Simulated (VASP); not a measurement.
Here is a VASP 6.6.1 calculation.

The input INCAR:

```
ALGO = Normal
EDIFF = 1E-6
ENCUT = 520
GGA = CA
ISIF = 2
ISMEAR = -1
LASPH = T
LCHARG = F
LREAL = F
LWAVE = F
NBANDS = 8
NELM = 60
PREC = Accurate
SIGMA = 0.1
```

KPOINTS

```
k-points
0
Gamma
  22 22 22
```

File POSCAR:

```
Li
1.0
    0.0000000000      2.0398579977      2.0398579977
    2.0398579977      0.0000000000      2.0398579977
    2.0398579977      2.0398579977      0.0000000000
Li
1
Direct
    0.0000000000      0.0000000000      0.0000000000
```

Potentials or basis: VASP PAW LDA potentials, release 64 (Li_sv).

Run with:

```console
$ cat potpaw_LDA.64/Li_sv/POTCAR > POTCAR
$ mpirun -np 1 vasp_std > vasp.out
```

**Question.** What does it give for the band gap on the k mesh?

**Answer.** Zero (an odd number of electrons rules out a gap without spin polarisation).
